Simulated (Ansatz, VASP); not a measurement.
**One calculation of LiCl, two programs**

```xyz
2
Lattice="0.0000 2.5648 2.6930 2.5648 0.0000 2.6930 2.5648 2.5648 0.0000" Properties=species:S:1:pos:R:3 pbc="T T T"
Li    0.0000    0.0000    0.0000
Cl    2.5648    2.5648    2.6930
```

Change from the starting cell: strain +0.000 along x and y, +0.050 along z, atoms carried along.

Alike in both runs: task single point; functional LDA; k mesh 8 × 8 × 8; occupations gaussian, width 0.05 eV; no spin polarisation.

```csv
,VASP,Ansatz
version,VASP 6.6.1,Ansatz 0.2.0
potentials or method,"VASP PAW LDA potentials, release 64 (Li_sv, Cl), cutoff 520 eV","scalar-relativistic, plane waves, PAW"
valence electrons in the cell,10,10
```

Ansatz gave:

```
gap on the k mesh at the Fermi level (eV) : 5.65
least direct gap on the mesh (eV)         : 5.65
```

**Question.** Estimate VASP's values.

**Answer.** gap on the k mesh at the Fermi level (eV): 5.66; least direct gap on the mesh (eV): 5.66.

LDA's correlation is that of Perdew and Zunger in VASP and of Perdew and Wang (1992) in Ansatz.

Noted on VASP's run: the cutoff is short for stress, so the pressure is rough.
